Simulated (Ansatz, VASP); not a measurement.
HfN: VASP beside Ansatz

INCAR

```
SYSTEM = HfN
ALGO = Normal ; DIPOL = 0.5 0.5 0.410
EDIFF = 1E-7 ; ENCUT = 520
GGA = PE ; IDIPOL = 3
ISIF = 2 ; ISMEAR = 0
IVDW = 12 ; LASPH = .True.
LCHARG = .True. ; LDIPOL = .True.
LELF = .True. ; LREAL = Auto
LVACPOTAV = .True. ; LVHAR = .True.
LWAVE = .False. ; NBANDS = 108
NELM = 100 ; PREC = Accurate
SIGMA = 0.1
```

KPOINTS

```
k-points
0
Gamma
  3 3 1
  0 0 0
```

Contents of POSCAR:

```
HfN
1.0
    6.3878118675      0.0000000000      0.0000000000
    0.0000000000      6.3878118675      0.0000000000
    0.0000000000      0.0000000000     24.9219650885
Hf N
12 12
Direct
    0.2500000000      0.2500000000      0.3210019745
    0.2500000000      0.7500000000      0.3210019745
    0.7500000000      0.2500000000      0.3210019745
    0.7500000000      0.7500000000      0.3210019745
    0.5011625850      0.4991151062      0.4107536225
    0.5010265758      0.0014462559      0.4107683263
   -0.0011871505      0.4991257112      0.4107522458
   -0.0010502879      0.0014352360      0.4107672066
    0.7499456195      0.7507774488      0.4956878326
    0.7500058219      0.2500488007      0.4991282041
    0.2500129359      0.7503608915      0.4969418844
    0.2499597765      0.2508029625      0.4962261874
    0.5000000000      0.5000000000      0.3210019745
    0.5000000000      0.0000000000      0.3210019745
    0.0000000000      0.5000000000      0.3210019745
    0.0000000000      0.0000000000      0.3210019745
    0.7499809480      0.7501792014      0.4081772422
    0.7499953732      0.2502201584      0.4074132428
    0.2499983076      0.7501349825      0.4088579394
    0.2499843848      0.2503176808      0.4084557316
    0.0005447627     -0.0002286813      0.5045663366
    0.0006761569      0.5015275358      0.5046900148
    0.4994109843     -0.0001982835      0.5045601371
    0.4992793961      0.5015000988      0.5046871572
```

Input for Ansatz:

```yaml
crystal:
  lattice:
    - [6.3878118675, 0.0, 0.0]
    - [0.0, 6.3878118675, 0.0]
    - [0.0, 0.0, 24.9219650885]
  atoms:
    - { symbol: Hf, position: [0.25, 0.25, 0.3210019745] }
    - { symbol: Hf, position: [0.25, 0.75, 0.3210019745] }
    - { symbol: Hf, position: [0.75, 0.25, 0.3210019745] }
    - { symbol: Hf, position: [0.75, 0.75, 0.3210019745] }
    - { symbol: "N", position: [0.5, 0.5, 0.3210019745] }
    - { symbol: "N", position: [0.5, 0.0, 0.3210019745] }
    - { symbol: "N", position: [0.0, 0.5, 0.3210019745] }
    - { symbol: "N", position: [0.0, 0.0, 0.3210019745] }
    - { symbol: Hf, position: [0.501162585, 0.4991151062, 0.4107536225] }
    - { symbol: Hf, position: [0.5010265758, 0.0014462559, 0.4107683263] }
    - { symbol: Hf, position: [-0.0011871505, 0.4991257112, 0.4107522458] }
    - { symbol: Hf, position: [-0.0010502879, 0.001435236, 0.4107672066] }
    - { symbol: "N", position: [0.749980948, 0.7501792014, 0.4081772422] }
    - { symbol: "N", position: [0.7499953732, 0.2502201584, 0.4074132428] }
    - { symbol: "N", position: [0.2499983076, 0.7501349825, 0.4088579394] }
    - { symbol: "N", position: [0.2499843848, 0.2503176808, 0.4084557316] }
    - { symbol: Hf, position: [0.7499456195, 0.7507774488, 0.4956878326] }
    - { symbol: Hf, position: [0.7500058219, 0.2500488007, 0.4991282041] }
    - { symbol: Hf, position: [0.2500129359, 0.7503608915, 0.4969418844] }
    - { symbol: Hf, position: [0.2499597765, 0.2508029625, 0.4962261874] }
    - { symbol: "N", position: [0.0005447627, -0.0002286813, 0.5045663366] }
    - { symbol: "N", position: [0.0006761569, 0.5015275358, 0.5046900148] }
    - { symbol: "N", position: [0.4994109843, -0.0001982835, 0.5045601371] }
    - { symbol: "N", position: [0.4992793961, 0.5015000988, 0.5046871572] }
basis:
  ecutwfc: 420
kpoints:
  mp_grid: { grid: [3, 3, 1] }
hamiltonian:
  xc: pbe
  dispersion: d3bj
scf:
  occupations: { method: gaussian, width: 0.1 }
output:
  forces: true
  eigenvalues: true
  write_density: true
  volumetric_format: npy
efield:
  axis: 3
  dipole_correction: true
  ramp_width: 0.04
```

Alike in both runs: task single point; functional PBE; dispersion D3(BJ); k mesh 3 × 3 × 1; occupations gaussian, width 0.1 eV; no spin polarisation.

```csv
,VASP,Ansatz
version,VASP 6.6.1,Ansatz 0.2.0
potentials or method,"VASP PAW PBE potentials, release 64 (Hf_pv, N), cutoff 520 eV","scalar-relativistic, plane waves, PAW"
valence electrons in the cell,180,372
```

Ansatz gave:

```
gap on the k mesh at the Fermi level (eV) : 0.28
least direct gap on the mesh (eV)         : 0.29
rms of the force components (eV/Å)        : 0.416
```

Problem. Estimate VASP's values.

Solution. gap on the k mesh at the Fermi level (eV): 0.28; least direct gap on the mesh (eV): 0.30; rms of the force components (eV/Å): 0.423.

VASP's potentials hold 180 valence electrons a cell and Ansatz's 372, so a difference there can come from the potentials and not from the codes.

Neither program's run includes spin-orbit coupling.
